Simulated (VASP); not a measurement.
# HoZnO2 (P6/mmm) in VASP: notebook

Runs on HoZnO2. Level: PBE. Tasks: single point, relaxation of cell and atoms.

Program: VASP 6.6.1. These are calculated values, not measurements. Logs are shortened: lines on timing, memory, paths and dates and some standing lists are left out, and cuts for length are marked.

### Step 1. The cell of the first run

The structure is hexagonal, space group P6/mmm (No. 191). Conventional cell: a = 3.068 Å, b = 3.068 Å, c = 7.677 Å, α = 90.00°, β = 90.00°, γ = 120.00°. Within 2.9 Å of Ho (site symmetry 6/mmm) lie 2 O at 2.21 Å. Within 2.2 Å of Zn (site symmetry 6/mmm) lie 2 O at 1.63 Å. Within 2.3 Å of O (site symmetry 6mm) lie 1 Zn at 1.63 Å and 1 Ho at 2.21 Å.

The cell was generated, and may not be a known phase.

### Step 2. Single point, PBE

Contents of INCAR:

```
SYSTEM = HoZnO2
PREC     = Accurate       ! precision mode
ENCUT    = 600            ! plane-wave cutoff, eV
EDIFF    = 1E-6           ! SCF threshold, eV
ISMEAR   = 0              ! smearing method
SIGMA    = 0.1            ! smearing width, eV
LREAL    = .FALSE.        ! projectors in reciprocal space
LASPH    = .TRUE.         ! aspherical terms in the spheres
NELM     = 200            ! most SCF steps
ALGO     = Normal         ! electronic algorithm
ISIF     = 2              ! what is computed and relaxed
LWAVE    = .FALSE.        ! write WAVECAR
LCHARG   = .FALSE.        ! write CHGCAR
GGA      = PE             ! functional
NBANDS   = 24             ! bands
GGA_COMPAT= .FALSE.      
LMAXMIX  = 6              ! l up to which the mixer works
```

Contents of KPOINTS:

```
Automatic mesh
0
G
  6 6 2
  0 0 0
```

Contents of POSCAR:

```
HoZnO2
1.0
    3.0681397400      0.0000000000      0.0000000000
   -1.5340698700      2.6570869600      0.0000000000
    0.0000000000      0.0000000000      7.6773778100
Ho Zn O
1 1 2
Direct
    0.0000000000      0.0000000000      0.5000000000
    0.0000000000      0.0000000000      0.0000000000
    0.0000000000      0.0000000000      0.2124681400
    0.0000000000      0.0000000000      0.7875318600
```

Potentials or basis: VASP PAW PBE potentials, release 64 (Ho_3, Zn, O), 4f in core.

Launch:

```console
$ cat potpaw_PBE.64/Ho_3/POTCAR potpaw_PBE.64/Zn/POTCAR potpaw_PBE.64/O/POTCAR > POTCAR
$ mpirun -np 1 vasp_std > vasp.out
```

OUTCAR:

```text
SYSTEM = HoZnO2
   PREC = Accurate
   ENCUT = 600
   EDIFF = 1E-6
   ISMEAR = 0
   LREAL = .FALSE.
   LASPH = .TRUE.
   NELM = 200
   ISIF = 2
   GGA = PE

 ion  position               nearest neighbor table
   1  0.000  0.000  0.500-   3 2.21   4 2.21
   2  0.000  0.000  0.000-   3 1.63   4 1.63
   3  0.000  0.000  0.212-   2 1.63   1 2.21
   4  0.000  0.000  0.788-   2 1.63   1 2.21

  LATTYP: Found a hexagonal cell.
 ALAT       =     3.0681397400
 C/A-ratio  =     2.5022907888

  Lattice vectors:

 A1 = (   3.0681397400,   0.0000000000,   0.0000000000)
 A2 = (  -1.5340698700,   2.6570869600,   0.0000000000)
 A3 = (   0.0000000000,   0.0000000000,   7.6773778100)

Analysis of symmetry for initial positions (statically):
=====================================================================
 Subroutine PRICEL returns:
 Original cell was already a primitive cell.

 Routine SETGRP: Setting up the symmetry group for a
 hexagonal supercell.

 Subroutine GETGRP returns: Found 24 space group operations
 (whereof 24 operations were pure point group operations)
 out of a pool of 24 trial point group operations.

The static configuration has the point symmetry D_6h.

Analysis of symmetry for dynamics (positions and initial velocities):
=====================================================================
 Subroutine PRICEL returns:
 Original cell was already a primitive cell.

 Routine SETGRP: Setting up the symmetry group for a
 hexagonal supercell.

 Subroutine GETGRP returns: Found 24 space group operations
 (whereof 24 operations were pure point group operations)
 out of a pool of 24 trial point group operations.

The dynamic configuration has the point symmetry D_6h.

 Subroutine INISYM returns: Found 24 space group operations
 (whereof 24 operations are pure point group operations),
 and found     1 'primitive' translations

----------------------------------------------------------------------------------------

                                     Primitive cell

  volume of cell :      62.5884

  direct lattice vectors                    reciprocal lattice vectors
     3.068139740  0.000000000  0.000000000     0.325930396  0.188176002  0.000000000
    -1.534069870  2.657086960  0.000000000     0.000000000  0.376352003  0.000000000
     0.000000000  0.000000000  7.677377810     0.000000000  0.000000000  0.130252806

  length of vectors
     3.068139740  3.068139742  7.677377810     0.376352003  0.376352003  0.130252806

  position of ions in fractional coordinates (direct lattice)
     0.000000000  0.000000000  0.500000000
     0.000000000  0.000000000  0.000000000
     0.000000000  0.000000000  0.212468140
     0.000000000  0.000000000  0.787531860

  ion indices of the primitive-cell ions
   primitive index   ion index
                 1           1
                 2           2
                 3           3
                 4           4

----------------------------------------------------------------------------------------

 KPOINTS: Automatic mesh

Automatic generation of k-mesh.
 Grid dimensions read from file:
 generate k-points for:    6    6    2

 Generating k-lattice:

  Cartesian coordinates                     Fractional coordinates (reciprocal lattice)
     0.054321733  0.031362667  0.000000000     0.166666667 -0.000000000  0.000000000
     0.000000000  0.062725334  0.000000000     0.000000000  0.166666667  0.000000000
     0.000000000  0.000000000  0.065126403     0.000000000  0.000000000  0.500000000

  Length of vectors
     0.062725334  0.062725334  0.065126403

  Shift w.r.t. Gamma in fractional coordinates (k-lattice)
     0.000000000  0.000000000  0.000000000

 Subroutine IBZKPT returns following result:
 ===========================================

 Found     14 irreducible k-points:

 Following reciprocal coordinates:
            Coordinates               Weight
  0.000000  0.000000  0.000000      1.000000
  0.166667 -0.000000  0.000000      6.000000
  0.333333 -0.000000  0.000000      6.000000
  0.500000 -0.000000  0.000000      3.000000
[... 51 lines left out ...]
     23       9.1583      0.00000
     24      11.5450      0.00000

 k-point     4 :       0.5000   -0.0000    0.0000
  band No.  band energies     occupation
      1     -22.8624      2.00000
      2     -21.5754      2.00000
      3     -21.5324      2.00000
      4     -16.0186      2.00000
      5     -14.8636      2.00000
      6      -6.0077      2.00000
[... 16 lines left out ...]
     23      10.6661      0.00000
     24      11.5795      0.00000

 k-point     5 :       0.1667    0.1667    0.0000
  band No.  band energies     occupation
      1     -22.2012      2.00000
      2     -21.6453      2.00000
      3     -21.5272      2.00000
      4     -16.1916      2.00000
      5     -15.0233      2.00000
      6      -6.1190      2.00000
[... 16 lines left out ...]
     23      10.4307      0.00000
     24      11.4263      0.00000

 k-point     6 :       0.3333    0.1667    0.0000
  band No.  band energies     occupation
      1     -22.6622      2.00000
      2     -21.8159      2.00000
      3     -21.5328      2.00000
      4     -16.0196      2.00000
      5     -14.8648      2.00000
      6      -6.0074      2.00000
[... 16 lines left out ...]
     23      10.4325      0.00000
     24      11.5349      0.00000
[... 109 lines left out ...]
 k-point    11 :       0.5000   -0.0000    0.5000
  band No.  band energies     occupation
      1     -22.8624      2.00000
      2     -21.5754      2.00000
      3     -21.5386      2.00000
      4     -15.6683      2.00000
      5     -15.2810      2.00000
      6      -5.6410      2.00000
[... 16 lines left out ...]
     23      10.6661      0.00000
     24      11.3140      0.00000

 k-point    12 :       0.1667    0.1667    0.5000
  band No.  band energies     occupation
      1     -22.2012      2.00000
      2     -21.6520      2.00000
      3     -21.5272      2.00000
      4     -15.8249      2.00000
      5     -15.4588      2.00000
      6      -5.6923      2.00000
[... 16 lines left out ...]
     23      10.5390      0.00000
     24      11.4575      0.00000

 k-point    13 :       0.3333    0.1667    0.5000
  band No.  band energies     occupation
      1     -22.6622      2.00000
      2     -21.8159      2.00000
      3     -21.5390      2.00000
      4     -15.6693      2.00000
      5     -15.2821      2.00000
      6      -5.5752      2.00000
[... 16 lines left out ...]
     23      11.1770      0.00000
     24      11.5301      0.00000

 k-point    14 :       0.3333    0.3333    0.5000
  band No.  band energies     occupation
      1     -22.3768      2.00000
      2     -22.3768      2.00000
      3     -21.5011      2.00000
      4     -15.6170      2.00000
      5     -15.2224      2.00000
      6      -5.5124      2.00000
[... 16 lines left out ...]
     23      10.2780      0.00000
     24      11.0912      0.00000

------------------------ aborting loop because EDIFF is reached ----------------------------------------

  FORCE on cell =-STRESS in cart. coord.  units (eV):
  Direction    XX          YY          ZZ          XY          YZ          ZX
  --------------------------------------------------------------------------------------
  -------------------------------------------------------------------------------------
  Total        7.3780246      7.3780246      3.2477130     -0.0000000     -0.0000000      0.0000000
  in kB      188.8673401    188.8673405     83.1370103     -0.0000000     -0.0000000      0.0000000
  external PRESSURE =     153.6238969 kB  Pullay stress =       0.0000000 kB

 VOLUME and BASIS-vectors are now :
 -----------------------------------------------------------------------------
  energy-cutoff  :      600.00
  volume of cell :       62.59
      direct lattice vectors                 reciprocal lattice vectors
     3.068139740  0.000000000  0.000000000     0.325930396  0.188176002  0.000000000
    -1.534069870  2.657086960  0.000000000     0.000000000  0.376352003  0.000000000
     0.000000000  0.000000000  7.677377810     0.000000000  0.000000000  0.130252806

 POSITION                                       TOTAL-FORCE (eV/Angst)
 -----------------------------------------------------------------------------------
      0.00000      0.00000      3.83869        -0.000000      0.000000      0.000000
      0.00000      0.00000      0.00000        -0.000000      0.000000      0.000000
      0.00000      0.00000      1.63120         0.000000      0.000000      5.659276
      0.00000      0.00000      6.04618        -0.000000     -0.000000     -5.659276
 -----------------------------------------------------------------------------------
    total drift:                                0.000000      0.000000      0.000000

  FREE ENERGIE OF THE ION-ELECTRON SYSTEM (eV)
  ---------------------------------------------------
  free  energy   TOTEN  =       -18.2272658071 eV

  energy  without entropy=      -18.2086989469  energy(sigma->0) =      -18.21798238
```

It took 25 s on 1 thread of AMD EPYC 9R45 (Zen 5), shared host; peak memory 0.2 GiB.

What came out:

```yaml
Free_energy: -18.2273 eV
Pressure: 15.4 GPa
Largest_force: 5.659 eV/Å
Band_gap_on_the_k_mesh: zero (an odd number of electrons rules out a gap without spin polarisation)
```

Forces on the atoms (eV/Å):
```
Ho   0.000  0.000  0.000
Zn   0.000  0.000  0.000
O    0.000  0.000  5.659
O    0.000  0.000 -5.659
```

Levels at points of the mesh, in eV from the Fermi level:
```csv
k point,band 12,band 13,band 14,band 15,band 16,band 17,band 18,band 19,band 20,band 21
"(0.00, 0.00, 0.00)",-2.99,-2.76,-0.59,-0.59,-0.01,-0.01,2.92,2.92,2.94,5.95
"(0.50, 0.00, 0.00)",-2.86,-2.45,-2.31,-1.45,-1.08,-0.44,2.58,3.54,6.10,6.39
"(0.00, 0.00, 0.50)",-4.30,-2.86,-0.74,-0.74,0.16,0.16,2.92,2.92,3.63,7.14
"(0.50, 0.00, 0.50)",-3.61,-2.19,-1.79,-1.44,-1.27,-0.20,1.46,4.63,5.89,6.31
```

Caveat: the k points lie up to 0.41 Å⁻¹ apart, too coarse for converged energies and pressures of a metal; spin-orbit coupling is left out, which moves the levels of the heavy elements; the 4f electrons are frozen in the core, so they carry no moment and show no levels; an odd number of electrons without spin polarisation forces a metal; a magnetic or distorted state may lie lower; the run has no spin polarisation, though such a crystal can be magnetic.

### Step 3. Single point, PBE

This run uses another cell than the first one, of 27.95 Å³/atom.

Contents of INCAR:

```
PREC = Accurate
ENCUT = 600
EDIFF = 1E-6
ISMEAR = 0
SIGMA = 0.1
LREAL = F
LASPH = T
NELM = 200
ALGO = Normal
ISIF = 2
LWAVE = F
LCHARG = F
GGA = PE
NBANDS = 24
GGA_COMPAT = F
LMAXMIX = 6
```

Contents of KPOINTS:

```
regular mesh
0
Gamma
  6 6 2
```

Contents of POSCAR:

```
HoZnO2
1.0
    4.1325495151      0.0000000000      0.0000000000
   -2.0662747575      3.5788928625      0.0000000000
    0.0000000000      0.0000000000      7.5584244925
Ho Zn O
1 1 2
Direct
    0.0000000000      0.0000000000      0.5000000000
    0.0000000000      0.0000000000      0.0000000000
    0.0000000000      0.0000000000      0.2310574850
    0.0000000000      0.0000000000      0.7689425150
```

Potentials or basis: VASP PAW PBE potentials, release 64 (Ho_3, Zn, O), 4f in core.

Launch:

```console
$ cat potpaw_PBE.64/Ho_3/POTCAR potpaw_PBE.64/Zn/POTCAR potpaw_PBE.64/O/POTCAR > POTCAR
$ mpirun -np 1 vasp_std > vasp.out
```

Wall time 40 s (1 thread of AMD EPYC 9R45 (Zen 5), shared host); peak memory 0.26 GiB.

It converged, with:

| Item | Value |
| --- | --- |
| Free energy | -20.8856 eV |
| Pressure | 0.7 GPa |
| Largest force | 0.005 eV/Å |
| Band gap on the k mesh | zero (an odd number of electrons rules out a gap without spin polarisation) |

Forces on the atoms (eV/Å):
```
Ho   0.000  0.000  0.000
Zn   0.000  0.000  0.000
O    0.000  0.000  0.005
O    0.000  0.000 -0.005
```

Stress tensor (GPa, compression positive):
```
0.00 0.00 0.00
0.00 0.00 0.00
0.00 0.00 2.21
```

Levels at points of the mesh, in eV from the Fermi level:
| k point | band 14 | band 15 | band 16 | band 17 | band 18 | band 19 | band 20 | band 21 |
| --- | --- | --- | --- | --- | --- | --- | --- | --- |
| (0.00, 0.00, 0.00) | -1.92 | -1.78 | -1.78 | -1.78 | 2.14 | 2.41 | 2.41 | 4.30 |
| (0.50, 0.00, 0.00) | -2.36 | -2.06 | -1.90 | 0.25 | 2.57 | 3.77 | 4.07 | 4.40 |
| (0.00, 0.00, 0.50) | -2.38 | -1.77 | -1.25 | -1.25 | 2.41 | 2.41 | 2.47 | 5.39 |
| (0.50, 0.00, 0.50) | -2.52 | -1.83 | -1.35 | 0.25 | 2.66 | 3.10 | 4.50 | 4.67 |

Caveat: the k points lie up to 0.42 Å⁻¹ apart, too coarse for converged energies and pressures of a metal; spin-orbit coupling is left out, which moves the levels of the heavy elements; the 4f electrons are frozen in the core, so they carry no moment and show no levels; an odd number of electrons without spin polarisation forces a metal; a magnetic or distorted state may lie lower; the run has no spin polarisation, though such a crystal can be magnetic. Spin polarisation is off, so any magnetic state and its effect on volume and gap are missing.

### Step 4. Relaxation of cell and atoms, PBE

Contents of INCAR:

```
SYSTEM = HoZnO2
PREC = Accurate
ENCUT = 600
EDIFF = 1E-7
ISMEAR = 0
SIGMA = 0.1
LREAL = .FALSE.
LASPH = .TRUE.
NELM = 200
ALGO = Normal
ISIF = 3
LWAVE = .FALSE.
LCHARG = .FALSE.
GGA = PE
IBRION = 2
NSW = 90
EDIFFG = -0.04
GGA_COMPAT = .FALSE.
NELMIN = 4
LMAXMIX = 6
```

Contents of KPOINTS:

```
regular mesh
0
G
  6 6 2
  0 0 0
```

Contents of POSCAR:

```
HoZnO2
1.0
    3.0681397400      0.0000000000      0.0000000000
   -1.5340698700      2.6570869600      0.0000000000
    0.0000000000      0.0000000000      7.6773778100
Ho Zn O
1 1 2
Direct
    0.0000000000      0.0000000000      0.5000000000
    0.0000000000      0.0000000000      0.0000000000
    0.0000000000      0.0000000000      0.2124681400
    0.0000000000      0.0000000000      0.7875318600
```

Launch:

```console
$ cat potpaw_PBE.64/Ho_3/POTCAR potpaw_PBE.64/Zn/POTCAR potpaw_PBE.64/O/POTCAR > POTCAR
$ mpirun -np 1 vasp_std > vasp.out
```

Run time: 4.1 min. Hardware: 1 thread of AMD EPYC 9R45 (Zen 5), shared host; peak memory 0.21 GiB.

Results (log left out):

```yaml
Free_energy: -20.6682 eV
Relaxed_volume: 24.07 Å³/atom
Relaxed_cell: a = 3.829 Å, b = 3.829 Å, c = 7.581 Å, α = 90.00°, β = 90.00°, γ = 120.00°
Space_group_after_relaxing_to_0.1_Å: P6/mmm (No. 191)
Energy_gained_by_relaxing: 610.2 meV/atom
Ionic_steps: 14
Pressure_after_relaxing: 0.1 GPa
Largest_force_after_relaxing: 0.009 eV/Å
Band_gap_on_the_k_mesh: zero (an odd number of electrons rules out a gap without spin polarisation)
```

Forces in eV/Å, atoms in the order of the input:
```
Ho   0.000  0.000  0.000
Zn   0.000  0.000  0.000
O    0.000  0.000 -0.009
O    0.000  0.000  0.009
```

Stress tensor (GPa, compression positive):
```
0.05 0.00 0.00
0.00 0.05 0.00
0.00 0.00 0.18
```

Step by step:
```
step  energy change (eV)  largest force (eV/Å)  pressure (GPa)  volume (Å³)
   1              0.0000                5.6589           15.38        62.59
   2             -1.0003                3.3090           -1.07        77.14
   3             -1.2776                0.9135            0.30        71.55
   4              0.2651               11.6881           36.43        78.26
   5             -1.7619                2.5773            7.53        74.20
   6             -2.2670                1.0151            3.69        83.86
   7             -2.2707                1.5091            3.50        85.15
   8             -2.3986                0.4156           -2.02        95.09
   9             -2.3992                0.4742           -1.71        94.42
  10             -2.3427                1.2891            2.81        98.77
  11             -2.4406                0.0971           -0.03        96.23
  12             -2.4406                0.1118            0.00        96.26
  13             -2.4408                0.0478            0.15        96.30
  14             -2.4409                0.0089            0.09        96.29
```

Final structure:
```
Ho Zn O
1.0
     3.82948    0.00000    0.00000
    -1.91474    3.31643    0.00000
     0.00000    0.00000    7.58149
Ho Zn O
1 1 2
Direct
  0.00000 0.00000 0.50000
  0.00000 0.00000 0.00000
  0.00000 0.00000 0.23106
  0.00000 0.00000 0.76894
```

Levels at points of the mesh, in eV from the Fermi level:
| k point | band 14 | band 15 | band 16 | band 17 | band 18 | band 19 | band 20 |
| --- | --- | --- | --- | --- | --- | --- | --- |
| (0.00, 0.00, 0.00) | -1.45 | -1.45 | -1.34 | -1.34 | 2.21 | 2.67 | 2.67 |
| (0.50, 0.00, 0.00) | -2.09 | -1.65 | -1.51 | 0.08 | 3.00 | 3.95 | 4.43 |
| (0.00, 0.00, 0.50) | -1.88 | -1.88 | -0.84 | -0.84 | 2.67 | 2.67 | 2.71 |
| (0.50, 0.00, 0.50) | -2.10 | -1.66 | -0.98 | 0.08 | 2.99 | 3.20 | 4.97 |

Caveat: the k points lie up to 0.41 Å⁻¹ apart in the final cell, too coarse for converged energies and pressures of a metal; the volume moved by over 15 % at a fixed basis, so the end points are rough; spin-orbit coupling is left out, which moves the levels of the heavy elements; the 4f electrons are frozen in the core, so they carry no moment and show no levels; an odd number of electrons without spin polarisation forces a metal; a magnetic or distorted state may lie lower; the run has no spin polarisation, though such a crystal can be magnetic. Spin polarisation is off, so any magnetic state and its effect on volume and gap are missing.

### Step 5. Overview

```csv
task,cell,gap on the mesh (eV),pressure (GPa),largest force (eV/Å)
single point,"a = 3.068, b = 3.068, c = 7.677 Å, angles 90.0, 90.0, 120.0°, 4 atoms, atomic positions A",none,15.4,5.66
single point,"a = 4.133, b = 4.133, c = 7.558 Å, angles 90.0, 90.0, 120.0°, 4 atoms, atomic positions B",none,0.7,-
relaxation of cell and atoms,"relaxed from a = 3.068, b = 3.068, c = 7.677 Å, angles 90.0, 90.0, 120.0°, 4 atoms, atomic positions A",none,0.1,0.01
```

Alike in all rows: level PBE; potentials or basis VASP PAW PBE potentials, release 64 (Ho_3, Zn, O), 4f in core; no spin polarisation; k mesh 6 × 6 × 2; cutoff (eV) 600; smearing gaussian 0.1 eV.

Caveats: all runs use coarse meshes; spin-orbit coupling is left out, which moves the levels of the heavy elements; the 4f electrons are frozen in the core, so they carry no moment and show no levels; an odd number of electrons without spin polarisation forces a metal; a magnetic or distorted state may lie lower; the run has no spin polarisation, though such a crystal can be magnetic; the volume moved by over 15 % at a fixed basis, so the end points are rough (at least some runs).

Absolute energies hang on the potentials; compare differences alone.
